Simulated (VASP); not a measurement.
# Si (P6/mmm) in VASP: further runs

The runs below take Si through single point, with LDA.

Program: VASP 6.6.1. These are calculated values, not measurements. Logs are shortened: lines on timing, memory, paths and dates and some standing lists are left out, and cuts for length are marked.

## 1. The cell of the first run

It takes space group P6/mmm (No. 191, hexagonal). Conventional cell: a = 2.490 Å, b = 2.490 Å, c = 2.343 Å, α = 90.00°, β = 90.00°, γ = 120.00°. Within 3.1 Å of Si (site symmetry 6/mmm) lie 8 Si at 2.34 to 2.49 Å.

This isn't the form of Si at room conditions, which is diamond.

## 2. Single point, LDA (strain -0.050 along x and y, -0.050 along z)

Input file INCAR:

```
PREC = Accurate
ENCUT = 520
EDIFF = 1E-6
ISMEAR = 0
SIGMA = 0.15
LREAL = F
LASPH = T
NELM = 80
ALGO = Normal
ISIF = 2
LWAVE = F
LCHARG = F
GGA = CA
NBANDS = 8
```

Input file KPOINTS:

```
regular mesh
0
Gamma
  24 24 20
```

Input file POSCAR:

```
Si
1.0
    2.4895156742      0.0000000000      0.0000000000
   -1.2447578371      2.1559838169      0.0000000000
    0.0000000000      0.0000000000      2.3430366705
Si
1
Direct
    0.0000000000      0.0000000000      0.0000000000
```

Potentials or basis: VASP PAW LDA potentials, release 64 (Si).

Started as:

```sh
$ cat potpaw_LDA.64/Si/POTCAR > POTCAR
$ mpirun -np 1 vasp_std > vasp.out
```

OUTCAR:

```text
PREC = Accurate
   ENCUT = 520
   EDIFF = 1E-6
   ISMEAR = 0
   LREAL = F
   LASPH = T
   NELM = 80
   ISIF = 2
   GGA = CA

 ion  position               nearest neighbor table
   1  0.000  0.000  0.000-

  LATTYP: Found a hexagonal cell.
 ALAT       =     2.4895156742
 C/A-ratio  =     0.9411616463

  Lattice vectors:

 A1 = (   2.4895156742,   0.0000000000,   0.0000000000)
 A2 = (  -1.2447578371,   2.1559838169,   0.0000000000)
 A3 = (   0.0000000000,   0.0000000000,   2.3430366705)

Analysis of symmetry for initial positions (statically):
=====================================================================
 Subroutine PRICEL returns:
 Original cell was already a primitive cell.

 Routine SETGRP: Setting up the symmetry group for a
 hexagonal supercell.

 Subroutine GETGRP returns: Found 24 space group operations
 (whereof 24 operations were pure point group operations)
 out of a pool of 24 trial point group operations.

The static configuration has the point symmetry D_6h.

Analysis of symmetry for dynamics (positions and initial velocities):
=====================================================================
 Subroutine PRICEL returns:
 Original cell was already a primitive cell.

 Routine SETGRP: Setting up the symmetry group for a
 hexagonal supercell.

 Subroutine GETGRP returns: Found 24 space group operations
 (whereof 24 operations were pure point group operations)
 out of a pool of 24 trial point group operations.

The dynamic configuration has the point symmetry D_6h.

 Subroutine INISYM returns: Found 24 space group operations
 (whereof 24 operations are pure point group operations),
 and found     1 'primitive' translations

----------------------------------------------------------------------------------------

                                     Primitive cell

  volume of cell :      12.5759

  direct lattice vectors                    reciprocal lattice vectors
     2.489515674  0.000000000  0.000000000     0.401684557  0.231912687  0.000000000
    -1.244757837  2.155983817  0.000000000     0.000000000  0.463825374  0.000000000
     0.000000000  0.000000000  2.343036671     0.000000000  0.000000000  0.426796564

  length of vectors
     2.489515674  2.489515674  2.343036671     0.463825374  0.463825374  0.426796564

  position of ions in fractional coordinates (direct lattice)
[... 77 lines left out ...]
   EDIFF  = 0.1E-05   stopping-criterion for ELM
   LREAL  =      F    real-space projection
   EDIFFG = 0.1E-04   stopping-criterion for IOM
   NSW    =      0    number of steps for IOM
   IBRION =     -1    ionic relax: 0-MD 1-quasi-New 2-CG
   NFREE  =      0    steps in history (QN), initial steepest desc. (CG)
   ISIF   =      2    stress and relaxation
   ISYM   =      2    0-nonsym 1-usesym 2-fastsym
   POTIM  = 0.5000    time-step for ionic-motion
   TEBEG  =    0.0;   TEEND  =   0.0 temperature during run
   PSTRESS=    0.0 pullay stress
   NELECT =       4.0000    total number of electrons
   NUPDOWN=      -1.0000    fix difference up-down
   EMIN   =  10.00;   EMAX   =-10.00  energy-range for DOS
   EFERMI =   0.00;   METHOD = LEGACY
   ISMEAR =     0;   SIGMA  =   0.15  broadening in eV -4-tet -1-fermi 0-gaus
   EFERMI_NEDOS =   21; number of points for ismear=-14 and -15
   IALGO  =     38    algorithm
   IMIX   =      4    mixing-type and parameters
     AMIX     =   0.40;   BMIX     =  1.00
     AMIX_MAG =   1.60;   BMIX_MAG =  1.00
  volume/ion in A,a.u.               =      12.58        84.87
  Fermi-wavevector in a.u.,A,eV,Ry     =   1.117502  2.111773 16.991104  1.248811
  Thomas-Fermi vector in A             =   2.254125
   LORBIT       =      0    0 simple, 1 ext, 2 COOP (PROOUT), +10 PAW based schemes
   GGA     = CA    functional components
   LHFCALC =     F    Hartree Fock is set to
   AEXX    =    0.0000 exact exchange contribution
   IVDW    =     0    specifies the selected vdW correction
   LEPSILON=     F    determine dielectric tensor
   LRPA    =     F    only Hartree local field effects (RPA)
 non-spin polarized calculation
 Gauss-broadening in eV      SIGMA  =   0.15
  energy-cutoff  :      520.00
  volume of cell :       12.58
 maximum number of plane-waves:       357
 NGX is ok and might be reduce to    20
   NGX =  9   NGY =  9   NGZ =  9

 number of electron       4.0000000 magnetization

 Free energy of the ion-electron system (eV)
  ---------------------------------------------------
  ext. energy  EPLUGINS =         0.00000000
  ---------------------------------------------------
  free energy    TOTEN  =        -5.60862800 eV

  energy without entropy =       -5.60440455  energy(sigma->0) =       -5.60651628

 E-fermi :  11.8221     XC(G=0): -11.7780

 val. band max:       11.8069605852   @ k =   0.4167   0.1667   0.0500
 cond. band min:      11.8407076005   @ k =   0.1667   0.1250   0.2500
 fundamental gap:      0.0337470153
 Fermi energy:        11.8221138271

 k-point     1 :       0.0000    0.0000    0.0000
  band No.  band energies     occupation
      1      -3.7342      2.00000
      2      19.4174      0.00000
      3      20.8686      0.00000
      4      23.7912      0.00000
      5      23.7912      0.00000
      6      24.6669      0.00000
      7      24.6669      0.00000
      8      30.5579      0.00000
[... 243 lines left out ...]
 k-point    24 :       0.4583    0.0417    0.0000
  band No.  band energies     occupation
      1       3.2976      2.00000
      2       4.5608      2.00000
      3      16.3874      0.00000
      4      19.7855      0.00000
      5      26.5468      0.00000
      6      28.1157      0.00000
      7      30.5693      0.00000
      8      32.4479      0.00000

 [... further k-points ...]

------------------------ aborting loop because EDIFF is reached ----------------------------------------

  FORCE on cell =-STRESS in cart. coord.  units (eV):
  Direction    XX          YY          ZZ          XY          YZ          ZX
  --------------------------------------------------------------------------------------
  -------------------------------------------------------------------------------------
  Total        1.7895380      1.7895380      2.0620466      0.0000000     -0.0000000      0.0000000
  in kB      227.9880388    227.9880387    262.7057729      0.0000000     -0.0000000      0.0000000
  external PRESSURE =     239.5606168 kB  Pullay stress =       0.0000000 kB

 VOLUME and BASIS-vectors are now :
 -----------------------------------------------------------------------------
  energy-cutoff  :      520.00
  volume of cell :       12.58
      direct lattice vectors                 reciprocal lattice vectors
     2.489515674  0.000000000  0.000000000     0.401684557  0.231912687  0.000000000
    -1.244757837  2.155983817  0.000000000     0.000000000  0.463825374  0.000000000
     0.000000000  0.000000000  2.343036671     0.000000000  0.000000000  0.426796564

 POSITION                                       TOTAL-FORCE (eV/Angst)
 -----------------------------------------------------------------------------------
      0.00000      0.00000      0.00000         0.000000      0.000000      0.000000
 -----------------------------------------------------------------------------------
    total drift:                               -0.000000     -0.000000      0.000000

  FREE ENERGIE OF THE ION-ELECTRON SYSTEM (eV)
  ---------------------------------------------------
  free  energy   TOTEN  =        -5.6086279999 eV

  energy  without entropy=       -5.6044045502  energy(sigma->0) =       -5.60651628
```

stdout:

```text
POSCAR found type information on POSCAR Si
 POSCAR found :  1 types and       1 ions
 scaLAPACK will be used
 LDA part: xc-table for (Slater(with rela. corr.)+CA(PZ))
 , standard interpolation
 POSCAR, INCAR and KPOINTS ok, starting setup
 FFT: planning ... GRIDC
 FFT: planning ... GRID_SOFT
 FFT: planning ... GRID
 WAVECAR not read
 entering main loop
```

Wall time 68 s (1 thread of Intel Xeon 8259CL, shared host); peak memory 0.16 GiB.

What came out:

```yaml
Free_energy: -5.6086 eV
Pressure: 24.0 GPa
Band_gap_on_the_k_mesh: zero (bands 2 and 3 overlap by 12.97 eV)
```

Caveat: the cell differs from its parent crystal (strain -0.050 along x and y, -0.050 along z); the cell stands under pressure.

## 3. Single point, LDA (strain -0.050 along x and y, -0.025 along z)

Input file INCAR:

```
SYSTEM = Si
PREC = Accurate ; ENCUT = 520
EDIFF = 1E-6 ; ISMEAR = 0
SIGMA = 0.15 ; LREAL = .False.
LASPH = .True. ; NELM = 80
ALGO = Normal ; ISIF = 2
LWAVE = .False. ; LCHARG = .False.
NBANDS = 8
```

Input file KPOINTS:

```
regular mesh
0
Gamma
  24 24 20
  0 0 0
```

Changes to POSCAR since step 2:

```diff
@@ -4,3 +4,3 @@
    -1.2447578371      2.1559838169      0.0000000000
-    0.0000000000      0.0000000000      2.3430366705
+    0.0000000000      0.0000000000      2.4046955302
 Si
```

Potentials or basis: VASP PAW LDA potentials, release 64 (Si).

Started as:

```sh
$ cat potpaw_LDA.64/Si/POTCAR > POTCAR
$ mpirun -np 1 vasp_std > vasp.out
```

OUTCAR:

```text
SYSTEM = Si
   PREC = Accurate
   ENCUT = 520
   EDIFF = 1E-6
   ISMEAR = 0
   LREAL = .False.
   LASPH = .True.
   NELM = 80
   ISIF = 2

 ion  position               nearest neighbor table
   1  0.000  0.000  0.000-

  LATTYP: Found a hexagonal cell.
 ALAT       =     2.4895156742
 C/A-ratio  =     0.9659290581

  Lattice vectors:

 A1 = (   2.4895156742,   0.0000000000,   0.0000000000)
 A2 = (  -1.2447578371,   2.1559838169,   0.0000000000)
 A3 = (   0.0000000000,   0.0000000000,   2.4046955302)

[... 442 lines left out ...]
      8      31.1464      0.00000

 [... further k-points ...]

------------------------ aborting loop because EDIFF is reached ----------------------------------------

  FORCE on cell =-STRESS in cart. coord.  units (eV):
  Direction    XX          YY          ZZ          XY          YZ          ZX
  --------------------------------------------------------------------------------------
  -------------------------------------------------------------------------------------
  Total        1.6916876      1.6916876      1.0349796      0.0000000     -0.0000000      0.0000000
  in kB      209.9956437    209.9956436    128.4759705      0.0000000     -0.0000000      0.0000000
  external PRESSURE =     182.8224193 kB  Pullay stress =       0.0000000 kB

 VOLUME and BASIS-vectors are now :
 -----------------------------------------------------------------------------
  energy-cutoff  :      520.00
  volume of cell :       12.91
      direct lattice vectors                 reciprocal lattice vectors
     2.489515674  0.000000000  0.000000000     0.401684557  0.231912687  0.000000000
    -1.244757837  2.155983817  0.000000000     0.000000000  0.463825374  0.000000000
     0.000000000  0.000000000  2.404695530     0.000000000  0.000000000  0.415853062

 POSITION                                       TOTAL-FORCE (eV/Angst)
 -----------------------------------------------------------------------------------
      0.00000      0.00000      0.00000         0.000000      0.000000      0.000000
 -----------------------------------------------------------------------------------
    total drift:                               -0.000000     -0.000000      0.000000

  FREE ENERGIE OF THE ION-ELECTRON SYSTEM (eV)
  ---------------------------------------------------
  free  energy   TOTEN  =        -5.6488109327 eV

  energy  without entropy=       -5.6451752098  energy(sigma->0) =       -5.64699307
```

OSZICAR:

```text
N       E                     dE             d eps       ncg     rms          rms(c)
DAV:   1    -0.306795316641E+01   -0.30680E+01   -0.18966E+03 12112   0.387E+02
DAV:   2    -0.565192090527E+01   -0.25840E+01   -0.24661E+01 15584   0.312E+01
DAV:   3    -0.566725317903E+01   -0.15332E-01   -0.15318E-01 12456   0.249E+00
DAV:   4    -0.566726849535E+01   -0.15316E-04   -0.15317E-04 17384   0.836E-02
DAV:   5    -0.566726850129E+01   -0.59401E-08   -0.46406E-08 12520   0.826E-04    0.388E+00
DAV:   6    -0.565602004599E+01    0.11248E-01   -0.62369E-04 12968   0.141E-01    0.222E+00
DAV:   7    -0.564884246178E+01    0.71776E-02   -0.14799E-03 11488   0.217E-01    0.146E-01
DAV:   8    -0.564881120807E+01    0.31254E-04   -0.31790E-05 16984   0.334E-02    0.147E-02
DAV:   9    -0.564881093269E+01    0.27537E-06   -0.79601E-07 11416   0.726E-03
   1 F= -.56488109E+01 E0= -.56469931E+01  d E =-.363572E-02
```

Wall time 64 s (1 thread of Intel Xeon 8259CL, shared host); peak memory 0.16 GiB.

What came out:

```yaml
Free_energy: -5.6488 eV
Pressure: 18.3 GPa
Band_gap_on_the_k_mesh: zero (bands 2 and 3 overlap by 12.44 eV)
```

Caveat: the cell differs from its parent crystal (strain -0.050 along x and y, -0.025 along z); the cell stands under pressure.

[end of part 1 of 2]
